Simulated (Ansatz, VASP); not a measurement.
# One calculation of Si3Br, two programs

The input INCAR:

```
SYSTEM = Si3Br
  PREC = Accurate
  ENCUT = 600
  EDIFF = 1E-6
  ISMEAR = 0
  SIGMA = 0.1
  LREAL = .FALSE.
  LASPH = .TRUE.
  NELM = 100
  ALGO = Normal
  ISIF = 3
  LWAVE = .FALSE.
  LCHARG = .FALSE.
  GGA = PE
  IBRION = 2
  NSW = 100
  EDIFFG = -0.01
```

File KPOINTS:

```
regular mesh
0
G
  12 12 12
  0 0 0
```

The input POSCAR:

```
Si3Br
1.0
    4.2358123072      0.0000000000      0.0000000000
    0.0000000000      4.2358123072      0.0000000000
    0.0000000000      0.0000000000      4.2358123072
Si Br
3 1
Direct
    0.5000000000      0.0000000000      0.0000000000
    0.0000000000      0.5000000000      0.0000000000
    0.0000000000      0.0000000000      0.5000000000
    0.5000000000      0.5000000000      0.5000000000
```

Input for Ansatz:

```yaml
crystal:
  lattice:
    - [4.2358123072, 0.0, 0.0]
    - [0.0, 4.2358123072, 0.0]
    - [0.0, 0.0, 4.2358123072]
  atoms:
    - { symbol: Si, position: [0.5, 0.0, 0.0] }
    - { symbol: Si, position: [0.0, 0.5, 0.0] }
    - { symbol: Si, position: [0.0, 0.0, 0.5] }
    - { symbol: Br, position: [0.5, 0.5, 0.5] }
basis:
  ecutwfc: 420
kpoints:
  mp_grid: { grid: [12, 12, 12] }
hamiltonian:
  xc: pbe
scf:
  occupations: { method: gaussian, width: 0.1 }
output:
  forces: true
  stress: true
  eigenvalues: true
relax:
  adjacent_minimum: "off"
  f_tol: 0.01
  max_steps: 80
  cell: { stress_tol: 0.05 }
```

Alike in both runs: task relaxation of cell and atoms; functional PBE; k mesh 12 × 12 × 12; occupations gaussian, width 0.1 eV; no spin polarisation.

```csv
,VASP,Ansatz
version,VASP 6.6.1,Ansatz 0.2.0
potentials or method,"VASP PAW PBE potentials, release 64 (Si, Br), cutoff 600 eV","scalar-relativistic, plane waves, PAW"
valence electrons in the cell,19,19
```

|  | VASP | Ansatz | Ansatz less VASP |
| --- | --- | --- | --- |
| gap on the k mesh at the Fermi level, each at its own relaxed structure (eV) | none | none | - |
| relaxed volume (Å³/atom) | 18.84 | 18.78 | -0.060 |
| relaxed cell length with the largest relative difference (Å) | 4.224 | 4.220 | -0.0045 |

A gap of «none» marks a metal or a gap that the smearing closes.
